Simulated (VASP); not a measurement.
# ScAl (Pm-3m) in VASP: notebook, part 2 of 2

VASP 6.6.1.

### Step 4. Vibrations by perturbation theory, PBEsol

This run uses another cell than the first one, of 18.76 Å³/atom, 1.003 times its volume.

File INCAR:

```
SYSTEM = ScAl
PREC     = Accurate       ! precision mode
ENCUT    = 520            ! plane-wave cutoff, eV
EDIFF    = 1E-8           ! SCF threshold, eV
ISMEAR   = -1             ! smearing method
SIGMA    = 0.15           ! smearing width, eV
LREAL    = .False.        ! projectors in reciprocal space
LASPH    = .True.         ! aspherical terms in the spheres
NELM     = 60             ! most SCF steps
ALGO     = Normal         ! electronic algorithm
ISIF     = 2              ! what is computed and relaxed
LWAVE    = .False.        ! write WAVECAR
LCHARG   = .False.        ! write CHGCAR
GGA      = PS             ! functional
IBRION   = 8              ! ionic algorithm
NSW      = 1              ! ionic steps
```

File KPOINTS:

```
Automatic mesh
0
Gamma
  12 12 12
  0 0 0
```

File POSCAR:

```
ScAl
1.0
    3.3478901146      0.0000000000      0.0000000000
    0.0000000000      3.3478901146      0.0000000000
    0.0000000000      0.0000000000      3.3478901146
Sc Al
1 1
Direct
    0.5000000000      0.5000000000      0.5000000000
    0.0000000000      0.0000000000      0.0000000000
```

Potentials or basis: VASP PAW PBE potentials, release 64 (Sc_sv, Al).

On the command line:

```sh
$ cat potpaw_PBE.64/Sc_sv/POTCAR potpaw_PBE.64/Al/POTCAR > POTCAR
$ mpirun -np 1 vasp_std > vasp.out
```

OUTCAR:

```text
SYSTEM = ScAl
   PREC = Accurate
   ENCUT = 520
   EDIFF = 1E-8
   ISMEAR = -1
   LREAL = .False.
   LASPH = .True.
   NELM = 60
   ISIF = 2
   GGA = PS
   IBRION = 8
   NSW = 1

 ion  position               nearest neighbor table
   1  0.500  0.500  0.500-   2 2.90   2 2.90   2 2.90   2 2.90   2 2.90   2 2.90   2 2.90   2 2.90

   2  0.000  0.000  0.000-   1 2.90   1 2.90   1 2.90   1 2.90   1 2.90   1 2.90   1 2.90   1 2.90

  LATTYP: Found a simple cubic cell.
 ALAT       =     3.3478901146

  Lattice vectors:

[... 591 lines left out ...]
               1X          1Y          1Z          2X          2Y          2Z
  1X    -5.217587   -0.000000   -0.000000    5.217587    0.000000    0.000000
  1Y    -0.000000   -5.217587    0.000000    0.000000    5.217587   -0.000000
  1Z     0.000000    0.000000   -5.217587   -0.000000   -0.000000    5.217587
  2X     5.217472    0.000000   -0.000000   -5.217472   -0.000000    0.000000
  2Y     0.000000    5.217472   -0.000000   -0.000000   -5.217472    0.000000
  2Z    -0.000000   -0.000000    5.217472    0.000000    0.000000   -5.217472

 Eigenvectors and eigenvalues of the dynamical matrix
 ----------------------------------------------------

   1 f  =    8.696328 THz    54.640638 2PiTHz  290.078265 cm-1    35.965105 meV
             X         Y         Z           dx          dy          dz
      1.673945  1.673945  1.673945     0.612429    0.000000    0.000000
      0.000000  0.000000  0.000000    -0.790525    0.000000   -0.000000
[... 21 lines left out ...]
   6 f/i=    0.000046 THz     0.000292 2PiTHz    0.001548 cm-1     0.000192 meV
             X         Y         Z           dx          dy          dz
      1.673945  1.673945  1.673945    -0.004622   -0.713734    0.339842
      0.000000  0.000000  0.000000    -0.003581   -0.552938    0.263279

--------------------------------------------------------------------------------------------------------

 ELASTIC MODULI CONTR FROM IONIC RELAXATION (kBar)
 Direction    XX          YY          ZZ          XY          YZ          ZX
 --------------------------------------------------------------------------------
 XX           0.0000      0.0000      0.0000      0.0000      0.0000      0.0000
 YY           0.0000      0.0000      0.0000      0.0000      0.0000      0.0000
 ZZ           0.0000      0.0000      0.0000      0.0000      0.0000      0.0000
 XY           0.0000      0.0000      0.0000      0.0000      0.0000      0.0000
 YZ           0.0000      0.0000      0.0000      0.0000      0.0000      0.0000
 ZX           0.0000      0.0000      0.0000      0.0000      0.0000      0.0000
 --------------------------------------------------------------------------------
```

OSZICAR:

```text
N       E                     dE             d eps       ncg     rms          rms(c)
DAV:   1     0.137269623784E+03    0.13727E+03   -0.69927E+03  1936   0.120E+03
DAV:   2    -0.910721024439E+01   -0.14638E+03   -0.14354E+03  2049   0.401E+02
DAV:   3    -0.127522431530E+02   -0.36450E+01   -0.34924E+01  2852   0.801E+01
[... 51 lines left out ...]
RMM:   7    -0.622428337728E-02   -0.18982E-05   -0.12850E-07  7819   0.410E-03    0.680E-04
RMM:   8    -0.622399927921E-02    0.28410E-06   -0.25762E-08  8431   0.118E-03    0.282E-04
RMM:   9    -0.622423817979E-02   -0.23890E-06   -0.11786E-08  7916   0.402E-04    0.291E-05
RMM:  10    -0.622422476394E-02    0.13416E-07   -0.10310E-08  8282   0.202E-04    0.433E-05
RMM:  11    -0.622422716717E-02   -0.24032E-08   -0.10062E-08  8123   0.133E-04    0.161E-05
 Linear response finished
```

Run time: 10 min. Hardware: 1 thread of AMD EPYC 7R13, shared host; peak memory 0.3 GiB.

What came out:

* Highest phonon frequency at Γ, LO-TO splitting left out: 290 cm⁻¹

Phonon frequencies in cm⁻¹ (negative: imaginary):
| q point | frequencies |
| --- | --- |
| (0.000, 0.000, 0.000) | 0 0 0 290 290 290 |

Caveat: the PAW data sets were made with another functional, which shifts forces and pressure a little.

### Step 5. Vibrations by perturbation theory, PBEsol

This run uses another cell than the first one, of 18.76 Å³/atom, 1.003 times its volume.

File INCAR:

```
SYSTEM = ScAl
PREC = Accurate
ENCUT = 520
EDIFF = 1E-8
ISMEAR = -1
SIGMA = 0.15
LREAL = .False.
LASPH = .True.
NELM = 80
ALGO = Normal
ISIF = 2
LWAVE = .False.
LCHARG = .False.
GGA = PS
NBANDS = 14
IBRION = 8
NSW = 1
```

KPOINTS is that of step 4.

File POSCAR:

```
ScAl
1.0
    3.3478901151      0.0000000000      0.0000000000
    0.0000000000      3.3478901151      0.0000000000
    0.0000000000      0.0000000000      3.3478901151
Sc Al
1 1
Direct
    0.5000000000      0.5000000000      0.5000000000
    0.0000000000      0.0000000000      0.0000000000
```

Potentials or basis: VASP PAW PBE potentials, release 64 (Sc_sv, Al).

On the command line:

```sh
$ cat potpaw_PBE.64/Sc_sv/POTCAR potpaw_PBE.64/Al/POTCAR > POTCAR
$ mpirun -np 1 vasp_std > vasp.out
```

OUTCAR:

```text
SYSTEM = ScAl
   PREC = Accurate
   ENCUT = 520
   EDIFF = 1E-8
   ISMEAR = -1
   LREAL = .False.
   LASPH = .True.
   NELM = 80
   ISIF = 2
   GGA = PS
   IBRION = 8
   NSW = 1

 ion  position               nearest neighbor table
   1  0.500  0.500  0.500-   2 2.90   2 2.90   2 2.90   2 2.90   2 2.90   2 2.90   2 2.90   2 2.90

   2  0.000  0.000  0.000-   1 2.90   1 2.90   1 2.90   1 2.90   1 2.90   1 2.90   1 2.90   1 2.90

  LATTYP: Found a simple cubic cell.
 ALAT       =     3.3478901151

  Lattice vectors:

 A1 = (   3.3478901151,   0.0000000000,   0.0000000000)
 A2 = (   0.0000000000,   3.3478901151,   0.0000000000)
 A3 = (   0.0000000000,   0.0000000000,   3.3478901151)

Analysis of symmetry for initial positions (statically):
=====================================================================
 Subroutine PRICEL returns:
 Original cell was already a primitive cell.

 Routine SETGRP: Setting up the symmetry group for a
 simple cubic supercell.

[... 637 lines left out ...]
 -----------------------------------------------------------------------------
    -0.01540  0.00000  0.00000
     0.00000  0.00915  0.00000
     0.00000  0.00000  0.00915

 INTERNAL STRAIN TENSOR FOR ION    2 for displacements in x,y,z  (eV/Angst):
          X           Y           Z          XY          YZ          ZX
  --------------------------------------------------------------------------------
  x     0.00000     0.00000     0.00000     0.00000     0.00000     0.00000
  y     0.00000     0.00000     0.00000     0.00000     0.00000     0.00000
  z     0.00000     0.00000     0.00000     0.00000     0.00000     0.00000

 SECOND DERIVATIVES (NOT SYMMETRIZED)
 ------------------------------------
               1X          1Y          1Z          2X          2Y          2Z
  1X    -5.217724   -0.000000    0.000000    5.217724    0.000000   -0.000000
  1Y     0.000000   -5.217724   -0.000000    0.000000    5.217724    0.000000
  1Z    -0.000000   -0.000000   -5.217724    0.000000    0.000000    5.217724
  2X     5.217604    0.000000    0.000000   -5.217604    0.000000   -0.000000
  2Y     0.000000    5.217604    0.000000   -0.000000   -5.217604    0.000000
  2Z     0.000000    0.000000    5.217604    0.000000   -0.000000   -5.217604

 Eigenvectors and eigenvalues of the dynamical matrix
 ----------------------------------------------------

   1 f  =    8.696439 THz    54.641340 2PiTHz  290.081991 cm-1    35.965567 meV
             X         Y         Z           dx          dy          dz
      1.673945  1.673945  1.673945    -0.000000    0.612429   -0.000000
      0.000000  0.000000  0.000000    -0.000000   -0.790525    0.000000
[... 21 lines left out ...]
   6 f/i=    0.000048 THz     0.000304 2PiTHz    0.001612 cm-1     0.000200 meV
             X         Y         Z           dx          dy          dz
      1.673945  1.673945  1.673945     0.000000   -0.000000   -0.790525
      0.000000  0.000000  0.000000     0.000000    0.000000   -0.612429

--------------------------------------------------------------------------------------------------------

 ELASTIC MODULI CONTR FROM IONIC RELAXATION (kBar)
 Direction    XX          YY          ZZ          XY          YZ          ZX
 --------------------------------------------------------------------------------
 XX           0.0000      0.0000      0.0000      0.0000      0.0000      0.0000
 YY           0.0000      0.0000      0.0000      0.0000      0.0000      0.0000
 ZZ           0.0000      0.0000      0.0000      0.0000      0.0000      0.0000
 XY           0.0000      0.0000      0.0000      0.0000      0.0000      0.0000
 YZ           0.0000      0.0000      0.0000      0.0000      0.0000      0.0000
 ZX           0.0000      0.0000      0.0000      0.0000      0.0000      0.0000
 --------------------------------------------------------------------------------
```

stdout:

```text
POSCAR found type information on POSCAR ScAl
 POSCAR found :  2 types and       2 ions
 scaLAPACK will be used
 -----------------------------------------------------------------------------
|                                                                             |
|                                                                             |
|     You enforced a specific xc type in the INCAR file but a different       |
|     I HOPE YOU KNOW WHAT YOU ARE DOING!                                     |
|                                                                             |
 -----------------------------------------------------------------------------

 LDA part: xc-table for (Slater+PW92), standard interpolation
 POSCAR, INCAR and KPOINTS ok, starting setup
 FFT: planning ... GRIDC
 FFT: planning ... GRID_SOFT
 FFT: planning ... GRID
 WAVECAR not read
 entering main loop
 Linear response reoptimize wavefunctions to high precision
 Linear response DOF=           2
 Linear response progress:
 first order change of Fermi-energy   0.83711E-03
 force on displaced ion       1 direction 1 :  -5.218  -0.000   0.000
 Linear response progress:
 first order change of Fermi-energy   0.33839E-04
 force on displaced ion       2 direction 1 :  -5.218   0.000   0.000
 Linear response finished
```

Wall time 5.9 min (1 thread of Intel Xeon Platinum 8259CL at 2.50GHz (Skylake/Cascade Lake), shared host); peak memory 0.38 GiB.

Results:

```yaml
Highest_phonon_frequency_at_Γ_LO-TO_splitting_left_out: 290 cm⁻¹
```

Phonon frequencies in cm⁻¹ (negative: imaginary):
| q point | frequencies |
| --- | --- |
| (0.000, 0.000, 0.000) | 0 0 0 290 290 290 |

Caveat: the PAW data sets were made with another functional, which shifts forces and pressure a little.
